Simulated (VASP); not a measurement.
# Ni (I4_1/amd) in VASP: further runs

The runs below take Ni through single point, relaxation of cell and atoms, with PBE.

Everything below comes from runs of VASP 6.6.1. Logs are shortened: lines on timing, memory, paths and dates and some standing lists are left out, and cuts for length are marked.

### 1 The cell of the first run

Symmetry: I4_1/amd, No. 141, tetragonal system. The conventional cell has a = 4.451 Å, b = 4.451 Å, c = 2.425 Å, α = 90.00°, β = 90.00°, γ = 90.00°. Ni (site symmetry -4m2) has 10 Ni at 2.31 to 2.87 Å within 3.0 Å.

### 2 Single point, PBE, collinear spin, ferromagnetic start

Contents of INCAR:

```
SYSTEM = Ni
  PREC = Accurate
  ENCUT = 520
  EDIFF = 1E-6
  ISMEAR = 0
  SIGMA = 0.1
  LREAL = .FALSE.
  LASPH = .TRUE.
  NELM = 150
  ALGO = Normal
  ISIF = 2
  LWAVE = .FALSE.
  LCHARG = .FALSE.
  ISPIN = 2
  MAGMOM = 0.66 0.66
  LORBIT = 11
  LMAXMIX = 4
  GGA = PE
  NBANDS = 21
```

Contents of KPOINTS:

```
regular mesh
0
G
  8 8 8
  0 0 0
```

Contents of POSCAR:

```
Ni
1.0
   -2.2254399973      2.2254399973      1.2124119937
    2.2254399973     -2.2254399973      1.2124119937
    2.2254399973      2.2254399973     -1.2124119937
Ni
2
Direct
    0.0000000000      0.0000000000      0.0000000000
    0.7500000000      0.2500000000      0.5000000000
```

Potentials or basis: VASP PAW PBE potentials, release 64 (Ni).

Run with:

```bash
$ cat potpaw_PBE.64/Ni/POTCAR > POTCAR
$ mpirun -np 1 vasp_std > vasp.out
```

OUTCAR:

```text
SYSTEM = Ni
   PREC = Accurate
   ENCUT = 520
   EDIFF = 1E-6
   ISMEAR = 0
   LREAL = .FALSE.
   LASPH = .TRUE.
   NELM = 150
   ISIF = 2
   ISPIN = 2
   LORBIT = 11
   GGA = PE

 ion  position               nearest neighbor table
   1  0.000  0.000  0.000-   2 2.31   2 2.31   2 2.31   2 2.31   2 2.87   2 2.87   2 2.87   2 2.87

   2  0.750  0.250  0.500-   1 2.31   1 2.31   1 2.31   1 2.31   1 2.87   1 2.87   1 2.87   1 2.87

  LATTYP: Found a body centered tetragonal cell.
 ALAT       =     4.4508799946
 C/A-ratio  =     0.5447965324

  Lattice vectors:

 A1 = (  -2.2254399973,   2.2254399973,   1.2124119937)
 A2 = (   2.2254399973,  -2.2254399973,   1.2124119937)
 A3 = (   2.2254399973,   2.2254399973,  -1.2124119937)

Analysis of symmetry for initial positions (statically):
=====================================================================
 Subroutine PRICEL returns:
 Original cell was already a primitive cell.

 Routine SETGRP: Setting up the symmetry group for a
 body centered tetragonal supercell.

 Subroutine GETGRP returns: Found 16 space group operations
 (whereof  8 operations were pure point group operations)
 out of a pool of 16 trial point group operations.

The static configuration has the point symmetry D_2d.
 The point group associated with its full space group is D_4h.

Analysis of symmetry for dynamics (positions and initial velocities):
=====================================================================
 Subroutine PRICEL returns:
 Original cell was already a primitive cell.

 Routine SETGRP: Setting up the symmetry group for a
 body centered tetragonal supercell.

 Subroutine GETGRP returns: Found 16 space group operations
 (whereof  8 operations were pure point group operations)
 out of a pool of 16 trial point group operations.

The dynamic configuration has the point symmetry D_2d.
 The point group associated with its full space group is D_4h.

Analysis of structural, dynamic, and magnetic symmetry:
=====================================================================
 Subroutine PRICEL returns:
 Original cell was already a primitive cell.

 Routine SETGRP: Setting up the symmetry group for a
 body centered tetragonal supercell.

 Subroutine GETGRP returns: Found 16 space group operations
 (whereof  8 operations were pure point group operations)
 out of a pool of 16 trial point group operations.

The overall configuration has the point symmetry D_2d.
 The point group associated with its full space group is D_4h.

 Subroutine INISYM returns: Found 16 space group operations
 (whereof  8 operations are pure point group operations),
 and found     1 'primitive' translations

----------------------------------------------------------------------------------------

                                     Primitive cell

  volume of cell :      24.0183

  direct lattice vectors                    reciprocal lattice vectors
    -2.225439997  2.225439997  1.212411994     0.000000000  0.224674671  0.412401067
     2.225439997 -2.225439997  1.212411994     0.224674671  0.000000000  0.412401067
     2.225439997  2.225439997 -1.212411994     0.224674671  0.224674671  0.000000000

  length of vectors
     3.372700580  3.372700580  3.372700580     0.469631077  0.469631077  0.317737967

  position of ions in fractional coordinates (direct lattice)
     0.000000000  0.000000000  0.000000000
     0.750000000  0.250000000  0.500000000

  ion indices of the primitive-cell ions
   primitive index   ion index
                 1           1
                 2           2

----------------------------------------------------------------------------------------

 KPOINTS: regular mesh

Automatic generation of k-mesh.
 Grid dimensions read from file:
 generate k-points for:    8    8    8

 Generating k-lattice:

  Cartesian coordinates                     Fractional coordinates (reciprocal lattice)
     0.000000000  0.028084334  0.051550133     0.125000000  0.000000000 -0.000000000
     0.028084334  0.000000000  0.051550133     0.000000000  0.125000000 -0.000000000
     0.028084334  0.028084334  0.000000000     0.000000000  0.000000000  0.125000000

  Length of vectors
     0.058703885  0.058703885  0.039717246

  Shift w.r.t. Gamma in fractional coordinates (k-lattice)
     0.000000000  0.000000000  0.000000000

 Subroutine IBZKPT returns following result:
 ===========================================

 Found     59 irreducible k-points:

 Following reciprocal coordinates:
            Coordinates               Weight
  0.000000  0.000000  0.000000      1.000000
  0.125000  0.000000 -0.000000      8.000000
  0.250000  0.000000 -0.000000      8.000000
  0.375000  0.000000 -0.000000      8.000000
  0.500000  0.000000 -0.000000      4.000000
  0.125000  0.125000 -0.000000      8.000000
[... 16 lines left out ...]
  0.250000  0.125000  0.125000     16.000000
  0.375000  0.125000  0.125000      8.000000
 [... further k-points ...]
   k-points           NKPTS =     59   k-points in BZ     NKDIM =     59   number of bands    NBANDS=     21
   number of dos      NEDOS =    301   number of ions     NIONS =      2
   total plane-waves  NPLWV =  21952
   dimension x,y,z NGX =    28 NGY =   28 NGZ =   28
   dimension x,y,z NGXF=    56 NGYF=   56 NGZF=   56
   ions per type =               2
   NGX,Y,Z   is equivalent  to a cutoff of  13.80, 13.80, 13.80 a.u.
   NGXF,Y,Z  is equivalent  to a cutoff of  27.60, 27.60, 27.60 a.u.
 SYSTEM =  Ni
   PREC   = accura    normal or accurate (medium, high low for compatibility)
   ISTART =      0    job   : 0-new  1-cont  2-samecut
   ICHARG =      2    charge: 1-file 2-atom 10-const
   ISPIN  =      2    spin polarized calculation?
   LNONCOLLINEAR =      F non collinear calculations
   LSORBIT =      F    spin-orbit coupling
   LASPH  =      T    aspherical Exc in radial PAW
   ENCUT  =  520.0 eV  38.22 Ry    6.18 a.u.   6.27  6.27  6.27*2*pi/ulx,y,z
   NELM   =    150;   NELMIN=  2; NELMDL= -5     # of ELM steps
   EDIFF  = 0.1E-05   stopping-criterion for ELM
   LREAL  =      F    real-space projection
   EDIFFG = 0.1E-04   stopping-criterion for IOM
   NSW    =      0    number of steps for IOM
   IBRION =     -1    ionic relax: 0-MD 1-quasi-New 2-CG
   NFREE  =      0    steps in history (QN), initial steepest desc. (CG)
   ISIF   =      2    stress and relaxation
   ISYM   =      2    0-nonsym 1-usesym 2-fastsym
   POTIM  = 0.5000    time-step for ionic-motion
   TEBEG  =    0.0;   TEEND  =   0.0 temperature during run
   PSTRESS=    0.0 pullay stress
   NELECT =      20.0000    total number of electrons
   NUPDOWN=      -1.0000    fix difference up-down
   EMIN   =  10.00;   EMAX   =-10.00  energy-range for DOS
[... 5 lines left out ...]
     AMIX     =   0.40;   BMIX     =  1.00
     AMIX_MAG =   1.60;   BMIX_MAG =  1.00
  volume/ion in A,a.u.               =      12.01        81.04
  Fermi-wavevector in a.u.,A,eV,Ry     =   1.540178  2.910514 32.275024  2.372147
  Thomas-Fermi vector in A             =   2.646301
   LORBIT       =     11    0 simple, 1 ext, 2 COOP (PROOUT), +10 PAW based schemes
   GGA     = PE    functional components
   LHFCALC =     F    Hartree Fock is set to
   AEXX    =    0.0000 exact exchange contribution
   IVDW    =     0    specifies the selected vdW correction
   LEPSILON=     F    determine dielectric tensor
   LRPA    =     F    only Hartree local field effects (RPA)
 spin polarized calculation
 Gauss-broadening in eV      SIGMA  =   0.10
  energy-cutoff  :      520.00
  volume of cell :       24.02
 maximum number of plane-waves:       673
 NGX is ok and might be reduce to    28
   NGX = 13   NGY = 13   NGZ = 13

 number of electron      20.0000000 magnetization       1.3367008

 Free energy of the ion-electron system (eV)
  ---------------------------------------------------
  ext. energy  EPLUGINS =         0.00000000
  ---------------------------------------------------
  free energy    TOTEN  =       -10.03906581 eV

  energy without entropy =      -10.02264340  energy(sigma->0) =      -10.03085461

 E-fermi :   8.0740     XC(G=0): -12.6217

 val. band max:        8.0670677623   @ k =   0.0000   0.0000   0.0000
 cond. band min:       8.0750854824   @ k =  -0.2500   0.2500   0.1250
 fundamental gap:      0.0080177202
 Fermi energy:         8.0739930705

 spin component 1

 k-point     1 :       0.0000    0.0000    0.0000
  band No.  band energies     occupation
      1      -0.2414      1.00000
      2       3.8590      1.00000
      3       4.5319      1.00000
      4       4.8517      1.00000
      5       5.2134      1.00000
      6       6.8871      1.00000
[... 13 lines left out ...]
     20      33.6909      0.00000
     21      33.6939      0.00000

 k-point     2 :       0.1250    0.0000   -0.0000
  band No.  band energies     occupation
      1       0.3063      1.00000
      2       4.0478      1.00000
      3       4.5697      1.00000
      4       5.1789      1.00000
      5       5.3781      1.00000
      6       6.3865      1.00000
[... 520 lines left out ...]
 k-point    24 :       0.3750    0.1250    0.1250
  band No.  band energies     occupation
      1       4.1143      1.00000
      2       4.2121      1.00000
      3       4.7404      1.00000
      4       5.3779      1.00000
      5       5.4828      1.00000
      6       6.4548      1.00000
[... 13 lines left out ...]
     20      29.9107      0.00000
     21      32.2495      0.00000

 [... further k-points ...]

 spin component 2

 k-point     1 :       0.0000    0.0000    0.0000
  band No.  band energies     occupation
      1      -0.2465      1.00000
      2       4.2887      1.00000
      3       5.2772      1.00000
      4       5.5339      1.00000
      5       5.9697      1.00000
      6       7.5588      1.00000
[... 13 lines left out ...]
     20      33.6851      0.00000
     21      33.8054      0.00000

 k-point     2 :       0.1250    0.0000   -0.0000
  band No.  band energies     occupation
      1       0.3021      1.00000
      2       4.4858      1.00000
      3       5.3048      1.00000
      4       5.8784      1.00000
      5       6.1310      1.00000
      6       7.0201      1.00000
[... 520 lines left out ...]
 k-point    24 :       0.3750    0.1250    0.1250
  band No.  band energies     occupation
      1       4.5411      1.00000
      2       4.7087      1.00000
      3       5.2618      1.00000
      4       5.8960      1.00000
      5       6.1626      1.00000
      6       7.1016      1.00000
[... 13 lines left out ...]
     20      29.9043      0.00000
     21      32.2734      0.00000

 [... further k-points ...]
[... 5 lines left out ...]
  --------------------------------------------------------------------------------------
  -------------------------------------------------------------------------------------
  Total       -0.0062579     -0.0062579     -0.0187334      0.0000000     -0.0000000      0.0000000
  in kB       -0.4174413     -0.4174413     -1.2496423      0.0000000     -0.0000000      0.0000000
  external PRESSURE =      -0.6948417 kB  Pullay stress =       0.0000000 kB

 VOLUME and BASIS-vectors are now :
 -----------------------------------------------------------------------------
  energy-cutoff  :      520.00
  volume of cell :       24.02
      direct lattice vectors                 reciprocal lattice vectors
    -2.225439997  2.225439997  1.212411994     0.000000000  0.224674671  0.412401067
     2.225439997 -2.225439997  1.212411994     0.224674671  0.000000000  0.412401067
     2.225439997  2.225439997 -1.212411994     0.224674671  0.224674671  0.000000000

 POSITION                                       TOTAL-FORCE (eV/Angst)
 -----------------------------------------------------------------------------------
      0.00000      0.00000      0.00000         0.000000      0.000000     -0.000000
      0.00000      2.22544      0.60621        -0.000000     -0.000000      0.000000
 -----------------------------------------------------------------------------------
    total drift:                               -0.000000      0.000000      0.000000

  FREE ENERGIE OF THE ION-ELECTRON SYSTEM (eV)
  ---------------------------------------------------
  free  energy   TOTEN  =       -10.0390658143 eV

  energy  without entropy=      -10.0226434036  energy(sigma->0) =      -10.03085461

 total charge

# of ion       s       p       d       tot
------------------------------------------
    1        0.498   0.423   8.339   9.260
    2        0.498   0.423   8.339   9.260
--------------------------------------------------
tot          0.995   0.847  16.678  18.520

 magnetization (x)

# of ion       s       p       d       tot
------------------------------------------
    1       -0.007  -0.014   0.698   0.677
    2       -0.007  -0.014   0.698   0.677
--------------------------------------------------
tot         -0.013  -0.029   1.396   1.354
```

Run time: 64 s. Hardware: 1 thread of Intel Xeon 6975P-C, shared host; peak memory 0.2 GiB.

Results:

```
Free energy                                           : -10.0391 eV
Pressure                                              : -0.1 GPa
Net moment                                            : 1.34 μB per cell
Site moments                                          : Ni +0.68 μB
Valence electrons inside the program's atomic spheres : Ni 9.26
```

Caveat: the k points lie up to 0.37 Å⁻¹ apart.

### 3 Relaxation of cell and atoms, PBE, collinear spin, ferromagnetic start

This run uses another cell than the first one, of 10.88 Å³/atom, 0.906 times its volume.

Contents of INCAR:

```
SYSTEM = Ni
PREC = Accurate
ENCUT = 600
EDIFF = 1E-6
ISMEAR = 0
SIGMA = 0.1
LREAL = .FALSE.
LASPH = .TRUE.
NELM = 150
ALGO = Normal
ISIF = 3
LWAVE = .FALSE.
LCHARG = .FALSE.
ISPIN = 2
MAGMOM = 0.66 0.66
LORBIT = 11
LMAXMIX = 4
GGA = PE
IBRION = 2
NSW = 90
EDIFFG = -0.04
```

Contents of KPOINTS:

```
Automatic mesh
0
G
  8 8 8
  0 0 0
```

Contents of POSCAR:

```
Ni
1.0
   -2.1523410896      2.1523410896      1.1741417954
    2.1523410896     -2.1523410896      1.1741417954
    2.1523410896      2.1523410896     -1.1741417954
Ni
2
Direct
    0.0000000000      0.0000000000      0.0000000000
    0.7500000000      0.2500000000      0.5000000000
```

Potentials or basis: VASP PAW PBE potentials, release 64 (Ni).

Run with:

```bash
$ cat potpaw_PBE.64/Ni/POTCAR > POTCAR
$ mpirun -np 1 vasp_std > vasp.out
```

It took 2.1 min on 1 thread of Intel Xeon 6975P-C, shared host; peak memory 0.2 GiB.

Results (log left out):

```
Free energy                                           : -9.9996 eV
Relaxed volume                                        : 11.85 Å³/atom
Relaxed cell                                          : a = 3.358 Å, b = 3.358 Å, c = 3.358 Å, α = 97.42°, β = 97.42°, γ = 137.87°
Space group after relaxing (to 0.05 Å)                : I4_1/amd (No. 141)
Energy gained by relaxing                             : 42.7 meV/atom
Ionic steps                                           : 4
Pressure after relaxing                               : 0.0 GPa
Band gap on the k mesh                                : zero (filled and empty bands overlap)
Net moment                                            : 0.00 μB per cell
Valence electrons inside the program's atomic spheres : Ni 9.28
```

Stress tensor (GPa, compression positive):
```
 0.17  0.00  0.00
 0.00  0.17  0.00
 0.00  0.00 -0.39
```

Step by step:
```
step  energy change (eV)  largest force (eV/Å)  pressure (GPa)  volume (Å³)
   1              0.0000                0.0000           19.20        21.76
   2              0.0210                0.0000          -12.70        26.13
   3             -0.0851                0.0000            0.54        23.60
   4             -0.0853                0.0000           -0.02        23.70
```

Final structure:
```yaml
crystal:
  lattice:
    - [-2.21547, 2.21547, 1.20691]
    - [2.21547, -2.21547, 1.20691]
    - [2.21547, 2.21547, -1.20691]
  atoms:
    - { symbol: Ni, position: [0.00000, 0.00000, 0.00000] }
    - { symbol: Ni, position: [0.75000, 0.25000, 0.50000] }
```

Levels at points of the mesh, in eV from the Fermi level:
Spin up:
```csv
k point,band 7,band 8,band 9,band 10,band 11,band 12,band 13,band 14
"(0.00, 0.00, 0.00)",-0.73,-0.69,-0.69,0.11,0.58,6.34,6.34,12.53
"(0.50, 0.00, 0.00)",-1.07,-0.57,-0.14,-0.07,1.51,4.52,7.83,8.38
"(0.50, 0.50, 0.00)",-0.97,-0.97,-0.33,-0.33,-0.11,-0.11,12.32,12.32
"(0.50, 0.50, 0.50)",-0.82,-0.82,-0.56,-0.56,-0.55,-0.55,4.53,4.53
```
Spin down:
```tsv
k point	band 6	band 7	band 8	band 9	band 10	band 11	band 12	band 13	band 14	band 15
(0.00, 0.00, 0.00)	-0.73	-0.73	-0.69	-0.69	0.11	0.58	6.34	6.34	12.53	13.23
(0.50, 0.00, 0.00)	-1.43	-1.07	-0.57	-0.14	-0.07	1.52	4.52	7.83	8.38	12.41
(0.50, 0.50, 0.00)	-2.08	-0.97	-0.97	-0.33	-0.33	-0.11	-0.11	12.32	12.32	14.83
(0.50, 0.50, 0.50)	-0.97	-0.82	-0.82	-0.56	-0.56	-0.55	-0.55	4.53	4.53	19.67
```

Caveat: the k points lie up to 0.37 Å⁻¹ apart in the final cell.
